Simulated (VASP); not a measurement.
Wanted: the native input for a VASP 6.6.1 run.

| Quantity | Value |
| --- | --- |
| Task | relaxation of cell and atoms |
| Functional | PBE |
| Potentials or basis | VASP PAW PBE potentials, release 64 (Zn, Ge_d, N) |
| Cutoff | 600 eV |
| k mesh | 4 × 4 × 4 |
| Occupations | gaussian, width 0.1 eV |
| Spin | no spin polarisation |
| Dipole correction | no |
| Further INCAR settings | ALGO = Normal; EDIFF = 1e-06; IBRION = 2; EDIFFG = -0.04; NSW = 90; ISIF = 3 |

The structure of Zn2GeN3 lies in POSCAR:

```
Zn2GeN3
1.0
    2.4551790600     -4.1059746400      0.0000000000
    2.4551790600      4.1059746400      0.0000000000
    0.0000000000      0.0000000000      3.8389938700
Zn Ge N
2 1 3
Direct
    0.0000000000      0.5000000000      0.5000000000
    0.5000000000      0.0000000000      0.5000000000
    0.5000000000      0.5000000000      0.0000000000
    0.1610669000      0.8389331000      0.0000000000
    0.8389331000      0.1610669000      0.0000000000
    0.0000000000      0.0000000000      0.5000000000
```

The cell was generated, and may not be a known phase.

These files were run (other wordings do the same):

INCAR

```
SYSTEM = Zn2GeN3
  PREC = Accurate
  ENCUT = 600
  EDIFF = 1E-6
  ISMEAR = 0
  SIGMA = 0.1
  LREAL = .False.
  LASPH = .True.
  NELM = 100
  ALGO = Normal
  ISIF = 3
  LWAVE = .False.
  LCHARG = .False.
  GGA = PE
  IBRION = 2
  NSW = 90
  EDIFFG = -0.04
```

KPOINTS

```
Automatic mesh
0
Gamma
  4 4 4
  0 0 0
```

Potentials or basis: VASP PAW PBE potentials, release 64 (Zn, Ge_d, N).

Command:

```console
$ cat potpaw_PBE.64/Zn/POTCAR potpaw_PBE.64/Ge_d/POTCAR potpaw_PBE.64/N/POTCAR > POTCAR
$ mpirun -np 1 vasp_std > vasp.out
```

It gave:

| Quantity | Value |
| --- | --- |
| Relaxed volume | 12.60 Å³/atom |
| Relaxed cell | a = 5.465 Å, b = 5.465 Å, c = 3.089 Å, α = 90.00°, β = 90.00°, γ = 124.93° |
| Space group after relaxing (to 0.1 Å) | Cmmm (No. 65) |
| Energy gained by relaxing | 701.1 meV/atom |
| Ionic steps | 37 |
| Pressure after relaxing | 0.1 GPa |
| Largest force after relaxing | 0.019 eV/Å |
| Band gap on the k mesh | zero (an odd number of electrons rules out a gap without spin polarisation) |

Caveat: the k points lie up to 0.51 Å⁻¹ apart in the final cell, too coarse for converged energies and pressures of a metal; a cell axis changed by over 15 % at a fixed basis, so the end point is rough.

It took 42 min on 1 thread of Oxide Virtual Turin-like Processor (shared host), peak memory 0.23 GiB.
